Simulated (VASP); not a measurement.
# AlV3N4 (Pm-3m) in VASP: notebook

The runs below take AlV3N4 through single point, relaxation of cell and atoms, with PBE.

All numbers are computed with VASP 6.6.1; they aren't measurements. Logs are shortened: lines on timing, memory, paths and dates and some standing lists are left out, and cuts for length are marked.

### Step 1. The cell of the first run

Symmetry: Pm-3m, No. 221, cubic system. Conventional cell: a = 4.127 Å, b = 4.127 Å, c = 4.127 Å, α = 90.00°, β = 90.00°, γ = 90.00°. Within 2.7 Å of Al (site symmetry m-3m) lie 6 N at 2.06 Å. V (site symmetry 4/mmm) has 6 N at 2.06 Å within 2.7 Å. N (site symmetry 4/mmm) has 2 Al at 2.06 Å and 4 V at 2.06 Å within 2.7 Å. Within 2.7 Å of N (site symmetry m-3m) lie 6 V at 2.06 Å.

### Step 2. Single point, PBE, collinear spin, ferromagnetic start

INCAR reads:

```
ALGO = Normal
EDIFF = 1E-6
ENCUT = 520
GGA = PE
ISIF = 2
ISMEAR = 0
ISPIN = 2
LASPH = True
LCHARG = True
LELF = True
LMAXMIX = 4
LORBIT = 11
LREAL = False
LVHAR = True
LWAVE = False
MAGMOM = 0 2 2 2 0 0 0 0
NBANDS = 45
NELM = 150
PREC = Accurate
SIGMA = 0.1
```

KPOINTS reads:

```
k-points
0
Gamma
  4 4 4
```

POSCAR reads:

```
AlV3N4
1.0
    4.1274931675      0.0000000000      0.0000000000
    0.0000000000      4.1274931675      0.0000000000
    0.0000000000      0.0000000000      4.1274931675
Al V N
1 3 4
Direct
    0.5000000000      0.5000000000      0.5000000000
    0.5000000000      0.0000000000      0.0000000000
    0.0000000000      0.0000000000      0.5000000000
    0.0000000000      0.5000000000      0.0000000000
    0.0000000000      0.5000000000      0.5000000000
    0.5000000000      0.5000000000      0.0000000000
    0.0000000000      0.0000000000      0.0000000000
    0.5000000000      0.0000000000      0.5000000000
```

Potentials or basis: VASP PAW PBE potentials, release 64 (Al, V_sv, N).

Launch:

```
cat potpaw_PBE.64/Al/POTCAR potpaw_PBE.64/V_sv/POTCAR potpaw_PBE.64/N/POTCAR > POTCAR
mpirun -np 1 vasp_std > vasp.out
```

OUTCAR:

```text
EDIFF = 1E-6
   ENCUT = 520
   GGA = PE
   ISIF = 2
   ISMEAR = 0
   ISPIN = 2
   LASPH = True
   LORBIT = 11
   LREAL = False
   NELM = 150
   PREC = Accurate

 ion  position               nearest neighbor table
   1  0.500  0.500  0.500-   5 2.06   6 2.06   8 2.06   6 2.06   8 2.06   5 2.06   2 2.92   4 2.92
                             2 2.92   2 2.92   3 2.92   3 2.92   2 2.92   3 2.92   4 2.92   4 2.92
   2  0.500  0.000  0.000-   6 2.06   7 2.06   8 2.06   8 2.06   6 2.06   7 2.06   1 2.92   3 2.92
                             1 2.92   1 2.92   4 2.92   3 2.92   1 2.92   3 2.92   4 2.92   4 2.92
   3  0.000  0.000  0.500-   5 2.06   7 2.06   8 2.06   7 2.06   5 2.06   8 2.06   2 2.92   4 2.92
                             1 2.92   1 2.92   4 2.92   2 2.92   4 2.92   1 2.92   2 2.92   4 2.92
   4  0.000  0.500  0.000-   5 2.06   6 2.06   7 2.06   5 2.06   7 2.06   6 2.06   1 2.92   3 2.92
                             1 2.92   2 2.92   3 2.92   2 2.92   3 2.92   1 2.92   2 2.92   3 2.92
   5  0.000  0.500  0.500-   1 2.06   3 2.06   4 2.06   4 2.06   3 2.06   1 2.06
   6  0.500  0.500  0.000-   1 2.06   2 2.06   4 2.06   1 2.06   2 2.06   4 2.06
   7  0.000  0.000  0.000-   2 2.06   3 2.06   4 2.06   3 2.06   4 2.06   2 2.06
   8  0.500  0.000  0.500-   1 2.06   2 2.06   3 2.06   2 2.06   1 2.06   3 2.06

  LATTYP: Found a simple cubic cell.
 ALAT       =     4.1274931675

  Lattice vectors:

 A1 = (   4.1274931675,   0.0000000000,   0.0000000000)
 A2 = (   0.0000000000,   4.1274931675,   0.0000000000)
 A3 = (   0.0000000000,   0.0000000000,   4.1274931675)

Analysis of symmetry for initial positions (statically):
=====================================================================
 Subroutine PRICEL returns:
 Original cell was already a primitive cell.

 Routine SETGRP: Setting up the symmetry group for a
 simple cubic supercell.

 Subroutine GETGRP returns: Found 48 space group operations
 (whereof 48 operations were pure point group operations)
 out of a pool of 48 trial point group operations.

The static configuration has the point symmetry O_h .

Analysis of symmetry for dynamics (positions and initial velocities):
=====================================================================
 Subroutine PRICEL returns:
 Original cell was already a primitive cell.

 Routine SETGRP: Setting up the symmetry group for a
 simple cubic supercell.

 Subroutine GETGRP returns: Found 48 space group operations
 (whereof 48 operations were pure point group operations)
 out of a pool of 48 trial point group operations.

The dynamic configuration has the point symmetry O_h .

Analysis of structural, dynamic, and magnetic symmetry:
=====================================================================
 Subroutine PRICEL returns:
 Original cell was already a primitive cell.

 Routine SETGRP: Setting up the symmetry group for a
 simple cubic supercell.

 Subroutine GETGRP returns: Found 48 space group operations
 (whereof 48 operations were pure point group operations)
 out of a pool of 48 trial point group operations.

The overall configuration has the point symmetry O_h .

 Subroutine INISYM returns: Found 48 space group operations
 (whereof 48 operations are pure point group operations),
 and found     1 'primitive' translations

----------------------------------------------------------------------------------------

                                     Primitive cell

  volume of cell :      70.3168

  direct lattice vectors                    reciprocal lattice vectors
     4.127493167  0.000000000  0.000000000     0.242277809  0.000000000  0.000000000
     0.000000000  4.127493167  0.000000000     0.000000000  0.242277809  0.000000000
     0.000000000  0.000000000  4.127493167     0.000000000  0.000000000  0.242277809

  length of vectors
     4.127493167  4.127493167  4.127493167     0.242277809  0.242277809  0.242277809

  position of ions in fractional coordinates (direct lattice)
     0.500000000  0.500000000  0.500000000
     0.500000000  0.000000000  0.000000000
[... 57 lines left out ...]
   number of dos      NEDOS =    301   number of ions     NIONS =      8
   total plane-waves  NPLWV =  32768
   dimension x,y,z NGX =    32 NGY =   32 NGZ =   32
   dimension x,y,z NGXF=    64 NGYF=   64 NGZF=   64
   ions per type =               1   3   4
   NGX,Y,Z   is equivalent  to a cutoff of  12.89, 12.89, 12.89 a.u.
   NGXF,Y,Z  is equivalent  to a cutoff of  25.78, 25.78, 25.78 a.u.
 SYSTEM =  unknown system
   PREC   = accura    normal or accurate (medium, high low for compatibility)
   ISTART =      0    job   : 0-new  1-cont  2-samecut
   ICHARG =      2    charge: 1-file 2-atom 10-const
   ISPIN  =      2    spin polarized calculation?
   LNONCOLLINEAR =      F non collinear calculations
   LSORBIT =      F    spin-orbit coupling
   LASPH  =      T    aspherical Exc in radial PAW
   ENCUT  =  520.0 eV  38.22 Ry    6.18 a.u.   7.67  7.67  7.67*2*pi/ulx,y,z
   NELM   =    150;   NELMIN=  2; NELMDL= -5     # of ELM steps
   EDIFF  = 0.1E-05   stopping-criterion for ELM
   LREAL  =      F    real-space projection
   EDIFFG = 0.1E-04   stopping-criterion for IOM
   NSW    =      0    number of steps for IOM
   IBRION =     -1    ionic relax: 0-MD 1-quasi-New 2-CG
   NFREE  =      0    steps in history (QN), initial steepest desc. (CG)
   ISIF   =      2    stress and relaxation
   ISYM   =      2    0-nonsym 1-usesym 2-fastsym
   POTIM  = 0.5000    time-step for ionic-motion
   TEBEG  =    0.0;   TEEND  =   0.0 temperature during run
   PSTRESS=    0.0 pullay stress
   NELECT =      62.0000    total number of electrons
   NUPDOWN=      -1.0000    fix difference up-down
   EMIN   =  10.00;   EMAX   =-10.00  energy-range for DOS
   EFERMI =   0.00;   METHOD = LEGACY
   ISMEAR =     0;   SIGMA  =   0.10  broadening in eV -4-tet -1-fermi 0-gaus
   EFERMI_NEDOS =   21; number of points for ismear=-14 and -15
   IALGO  =     38    algorithm
   IMIX   =      4    mixing-type and parameters
     AMIX     =   0.40;   BMIX     =  1.00
     AMIX_MAG =   1.60;   BMIX_MAG =  1.00
  volume/ion in A,a.u.               =       8.79        59.32
  Fermi-wavevector in a.u.,A,eV,Ry     =   1.569829  2.966547 33.529698  2.464363
  Thomas-Fermi vector in A             =   2.671653
   LORBIT       =     11    0 simple, 1 ext, 2 COOP (PROOUT), +10 PAW based schemes
   GGA     = PE    functional components
   LHFCALC =     F    Hartree Fock is set to
   AEXX    =    0.0000 exact exchange contribution
   IVDW    =     0    specifies the selected vdW correction
   LEPSILON=     F    determine dielectric tensor
   LRPA    =     F    only Hartree local field effects (RPA)
 spin polarized calculation
 Gauss-broadening in eV      SIGMA  =   0.10
  energy-cutoff  :      520.00
  volume of cell :       70.32
 maximum number of plane-waves:      1924
 NGX is ok and might be reduce to    32
   NGX = 15   NGY = 15   NGZ = 15

 number of electron      61.9999992 magnetization       2.2972042

 Free energy of the ion-electron system (eV)
  ---------------------------------------------------
  ext. energy  EPLUGINS =         0.00000000
  ---------------------------------------------------
  free energy    TOTEN  =       -71.64233682 eV

  energy without entropy =      -71.61625244  energy(sigma->0) =      -71.62929463

 E-fermi :  11.6768     XC(G=0): -13.1781

 val. band max:       11.6684532290   @ k =   0.5000   0.2500   0.0000
 cond. band min:      11.6778192321   @ k =   0.0000   0.0000   0.0000
 fundamental gap:      0.0093660032
 Fermi energy:        11.6767555266

 spin component 1

 k-point     1 :       0.0000    0.0000    0.0000
  band No.  band energies     occupation
      1     -53.9457      1.00000
      2     -53.8752      1.00000
      3     -53.8752      1.00000
      4     -27.9408      1.00000
      5     -27.9408      1.00000
      6     -27.9408      1.00000
[... 449 lines left out ...]
     42      16.4410      0.00000
     43      16.4410      0.00000
 Fermi energy:        11.6767555266

 spin component 2

 k-point     1 :       0.0000    0.0000    0.0000
  band No.  band energies     occupation
      1     -53.2216      1.00000
      2     -53.1487      1.00000
      3     -53.1487      1.00000
      4     -27.4093      1.00000
      5     -27.4093      1.00000
      6     -27.4093      1.00000
[... 449 lines left out ...]
     42      16.8199      0.00000
     43      16.8200      0.00000
 [bands above 43 left out]

------------------------ aborting loop because EDIFF is reached ----------------------------------------

  FORCE on cell =-STRESS in cart. coord.  units (eV):
  Direction    XX          YY          ZZ          XY          YZ          ZX
  --------------------------------------------------------------------------------------
  -------------------------------------------------------------------------------------
  Total        0.1772404      0.1772404      0.1772404      0.0000000      0.0000000     -0.0000000
  in kB        4.0384444      4.0384444      4.0384444      0.0000000      0.0000000     -0.0000000
  external PRESSURE =       4.0384444 kB  Pullay stress =       0.0000000 kB

 VOLUME and BASIS-vectors are now :
 -----------------------------------------------------------------------------
  energy-cutoff  :      520.00
  volume of cell :       70.32
      direct lattice vectors                 reciprocal lattice vectors
     4.127493167  0.000000000  0.000000000     0.242277809  0.000000000  0.000000000
     0.000000000  4.127493167  0.000000000     0.000000000  0.242277809  0.000000000
     0.000000000  0.000000000  4.127493167     0.000000000  0.000000000  0.242277809

 POSITION                                       TOTAL-FORCE (eV/Angst)
 -----------------------------------------------------------------------------------
      2.06375      2.06375      2.06375         0.000000      0.000000      0.000000
      2.06375      0.00000      0.00000         0.000000      0.000000      0.000000
      0.00000      0.00000      2.06375         0.000000      0.000000      0.000000
      0.00000      2.06375      0.00000         0.000000      0.000000      0.000000
      0.00000      2.06375      2.06375         0.000000      0.000000      0.000000
      2.06375      2.06375      0.00000         0.000000      0.000000      0.000000
      0.00000      0.00000      0.00000         0.000000      0.000000      0.000000
      2.06375      0.00000      2.06375         0.000000      0.000000      0.000000
 -----------------------------------------------------------------------------------
    total drift:                                0.000000      0.000000      0.000000

  FREE ENERGIE OF THE ION-ELECTRON SYSTEM (eV)
  ---------------------------------------------------
  free  energy   TOTEN  =       -71.6423368200 eV

  energy  without entropy=      -71.6162524412  energy(sigma->0) =      -71.62929463

 total charge

# of ion       s       p       d       tot
------------------------------------------
    1        0.310   0.360   0.000   0.671
    2        2.242   6.281   3.126  11.649
    3        2.242   6.281   3.126  11.649
    4        2.242   6.281   3.126  11.649
    5        1.234   2.548   0.000   3.782
    6        1.234   2.548   0.000   3.782
    7        1.244   2.517   0.000   3.761
    8        1.234   2.548   0.000   3.782
--------------------------------------------------
tot         11.983  29.364   9.378  50.726

 magnetization (x)

# of ion       s       p       d       tot
------------------------------------------
    1        0.016   0.002   0.000   0.018
    2        0.004   0.004   0.701   0.710
    3        0.004   0.004   0.701   0.710
    4        0.004   0.004   0.701   0.710
    5       -0.000   0.009   0.000   0.008
    6       -0.000   0.009   0.000   0.008
    7       -0.004  -0.047   0.000  -0.051
    8       -0.000   0.009   0.000   0.008
--------------------------------------------------
tot          0.023  -0.005   2.104   2.121
```

Run time: 1.9 min. Hardware: 1 thread of AMD EPYC 7R13, shared host; peak memory 0.19 GiB.

Results:

| Item | Value |
| --- | --- |
| Free energy | -71.6423 eV |
| Pressure | 0.4 GPa |
| Net moment | 2.30 μB per cell |
| Site moments | Al +0.02; V +0.71; N +0.01, -0.05 (each value once) μB |
| Valence electrons inside the program's atomic spheres | Al 0.67; V 11.65; N 3.78, 3.76 (each value once) |

Caveat: the k points lie up to 0.38 Å⁻¹ apart. With open d or f shells a metallic result of PBE can be an artefact of self-interaction; +U or a hybrid may open a gap.

### Step 3. Single point, PBE, collinear spin, ferromagnetic start

This run uses another cell than the first one, of 12.29 Å³/atom.

INCAR reads:

```
ALGO = Normal
EDIFF = 1E-6
ENCUT = 520
GGA = PE
ISIF = 2
ISMEAR = 0
ISPIN = 2
LASPH = T
LCHARG = F
LMAXMIX = 4
LORBIT = 11
LREAL = F
LWAVE = F
MAGMOM = 0 2 2 2 0 0 0 0
NBANDS = 45
NELM = 150
PREC = Accurate
SIGMA = 0.1
```

KPOINTS is that of step 2.

POSCAR: that of step 2 with these lines changed.

```diff
@@ -2,5 +2,5 @@
 1.0
-    4.1274931675      0.0000000000      0.0000000000
-    0.0000000000      4.1274931675      0.0000000000
-    0.0000000000      0.0000000000      4.1274931675
+    4.6160606500      0.0000000000      0.0000000000
+    0.0000000000      4.6160606500      0.0000000000
+    0.0000000000      0.0000000000      4.6160606500
 Al V N
```

Potentials or basis: VASP PAW PBE potentials, release 64 (Al, V_sv, N).

Launch:

```
cat potpaw_PBE.64/Al/POTCAR potpaw_PBE.64/V_sv/POTCAR potpaw_PBE.64/N/POTCAR > POTCAR
mpirun -np 1 vasp_std > vasp.out
```

Run time: 4.2 min. Hardware: 1 thread of AMD EPYC 7R13, shared host; peak memory 0.24 GiB.

It converged, with:

* Free energy: -66.6211 eV
* Pressure: -41.2 GPa
* Net moment: 5.62 μB per cell
* Site moments: Al +0.03; V +1.77; N -0.05, -0.09 (each value once) μB
* Valence electrons inside the program's atomic spheres: Al 0.57; V 11.15; N 3.57, 3.56 (each value once)

Levels at points of the mesh, in eV from the Fermi level:
Spin up:
| k point | band 32 | band 33 | band 34 | band 35 | band 36 | band 37 |
| --- | --- | --- | --- | --- | --- | --- |
| (0.00, 0.00, 0.00) | -0.88 | -0.88 | -0.88 | -0.20 | -0.20 | -0.03 |
| (0.50, 0.00, 0.00) | -0.30 | -0.10 | 0.05 | 0.05 | 0.21 | 0.30 |
| (0.50, 0.50, 0.00) | 0.07 | 0.07 | 0.09 | 0.09 | 0.21 | 0.40 |
| (0.50, 0.50, 0.50) | -0.05 | 0.25 | 0.25 | 0.32 | 0.32 | 0.32 |
Spin down:
| k point | band 25 | band 26 | band 27 | band 28 | band 29 | band 30 | band 31 | band 32 |
| --- | --- | --- | --- | --- | --- | --- | --- | --- |
| (0.00, 0.00, 0.00) | -2.16 | -1.17 | -1.17 | -1.17 | -0.62 | -0.62 | -0.62 | 0.05 |
| (0.50, 0.00, 0.00) | -2.18 | -2.18 | -1.95 | -1.95 | -0.35 | 0.99 | 1.04 | 1.48 |
| (0.50, 0.50, 0.00) | -3.27 | -3.12 | -3.12 | -1.82 | 1.36 | 1.62 | 1.62 | 1.67 |
| (0.50, 0.50, 0.50) | -3.42 | -3.42 | -2.05 | -2.05 | 1.74 | 1.74 | 1.74 | 1.99 |

Caveat: the cell stands under tension.

### Step 4. Relaxation of cell and atoms, PBE, collinear spin, ferromagnetic start

This run uses another cell than the first one, of 12.29 Å³/atom.

INCAR reads:

```
SYSTEM = AlV3N4
PREC = Accurate ; ENCUT = 600
EDIFF = 1E-7 ; ISMEAR = 0
SIGMA = 0.1 ; LREAL = .FALSE.
LASPH = .TRUE. ; NELM = 150
ALGO = Normal ; ISIF = 3
LWAVE = .FALSE. ; LCHARG = .FALSE.
ISPIN = 2 ; MAGMOM = 0 2 2 2 0 0 0 0
LORBIT = 11 ; LMAXMIX = 4
GGA = PE ; IBRION = 2
NSW = 90 ; EDIFFG = -0.04
```

KPOINTS reads:

```
regular mesh
0
G
  4 4 4
  0 0 0
```

POSCAR is that of step 3.

Launch:

```
cat potpaw_PBE.64/Al/POTCAR potpaw_PBE.64/V_sv/POTCAR potpaw_PBE.64/N/POTCAR > POTCAR
mpirun -np 1 vasp_std > vasp.out
```

It took 16 min on 1 thread of AMD EPYC 7R13, shared host; peak memory 0.31 GiB.

It converged, with:

```yaml
Free_energy: -71.7028 eV
Relaxed_volume: 8.80 Å³/atom
Relaxed_cell: a = 4.129 Å, b = 4.129 Å, c = 4.129 Å, α = 90.00°, β = 90.00°, γ = 90.00°
Space_group_after_relaxing_to_0.1_Å: Pm-3m (No. 221)
Energy_gained_by_relaxing: 634.5 meV/atom
Ionic_steps: 6
Pressure_after_relaxing: 0.0 GPa
Net_moment: -2.30 μB per cell
Site_moments: Al -0.02; V -0.71; N -0.01, +0.05 (each value once) μB
Valence_electrons_inside_the_program's_atomic_spheres: Al 0.67; V 11.65; N 3.75, 3.73 (each value once)
```

The path:
```
step  energy change (eV)  largest force (eV/Å)  pressure (GPa)  volume (Å³)
   1              0.0000                0.0000          -41.28        98.36
   2             -3.2508                0.0000           63.92        59.81
   3             -5.0748                0.0000           -1.07        70.67
   4             -5.0751                0.0000            0.90        70.18
   5             -5.0749                0.0000           -1.01        70.65
   6             -5.0757                0.0000            0.00        70.40
```

Final structure:
```
Al V N
1.0
     4.12914    0.00000    0.00000
     0.00000    4.12914    0.00000
     0.00000    0.00000    4.12914
Al V N
1 3 4
Direct
  0.50000 0.50000 0.50000
  0.50000 0.00000 0.00000
  0.00000 0.00000 0.50000
  0.00000 0.50000 0.00000
  0.00000 0.50000 0.50000
  0.50000 0.50000 0.00000
  0.00000 0.00000 0.00000
  0.50000 0.00000 0.50000
```

Levels at points of the mesh, in eV from the Fermi level:
Spin up:
| k point | band 26 | band 27 | band 28 | band 29 | band 30 | band 31 | band 32 | band 33 |
| --- | --- | --- | --- | --- | --- | --- | --- | --- |
| (0.00, 0.00, 0.00) | -2.90 | -2.90 | -2.90 | -2.04 | -2.04 | -2.04 | 0.00 | 0.00 |
| (0.50, 0.00, 0.00) | -3.65 | -3.14 | -3.14 | -2.47 | -0.60 | 0.35 | 0.60 | 0.60 |
| (0.50, 0.50, 0.00) | -4.94 | -4.94 | -3.21 | 0.24 | 0.85 | 0.87 | 0.87 | 1.07 |
| (0.50, 0.50, 0.50) | -5.67 | -3.69 | -3.69 | 0.94 | 0.94 | 0.94 | 1.51 | 1.51 |
Spin down:
| k point | band 29 | band 30 | band 31 | band 32 | band 33 | band 34 | band 35 | band 36 |
| --- | --- | --- | --- | --- | --- | --- | --- | --- |
| (0.00, 0.00, 0.00) | -2.03 | -2.03 | -2.03 | -1.12 | -1.12 | -1.12 | -0.33 | -0.33 |
| (0.50, 0.00, 0.00) | -2.87 | -1.78 | -0.21 | -0.21 | -0.16 | 0.41 | 0.41 | 0.77 |
| (0.50, 0.50, 0.00) | -0.56 | -0.25 | 0.30 | 0.47 | 0.47 | 0.53 | 0.60 | 0.60 |
| (0.50, 0.50, 0.50) | 0.44 | 0.44 | 0.44 | 0.47 | 0.63 | 0.63 | 1.05 | 1.05 |

Caveat: the volume moved by over 15 % at a fixed basis, so the end points are rough. With open d or f shells a metallic result of PBE can be an artefact of self-interaction; +U or a hybrid may open a gap.

### Step 5. Overview

| task | cell | cutoff (eV) | gap on the mesh (eV) | pressure (GPa) | moment (μB) |
| --- | --- | --- | --- | --- | --- |
| single point | a = 4.127 Å, 8 atoms | 520 | none | 0.4 | 2.30 |
| single point | a = 4.616 Å, 8 atoms | 520 | none | -41.2 | 5.62 |
| relaxation of cell and atoms | relaxed from a = 4.616 Å, 8 atoms | 600 | none | 0.0 | 2.30 |

Alike in all rows: level PBE; potentials or basis VASP PAW PBE potentials, release 64 (Al, V_sv, N); spin collinear, ferromagnetic start; k mesh 4 × 4 × 4; smearing gaussian 0.1 eV.

Caveats: some runs use coarse meshes; the cell stands under tension (at least some runs); the volume moved by over 15 % at a fixed basis, so the end points are rough (at least some runs).

Absolute energies hang on the potentials; compare differences alone.
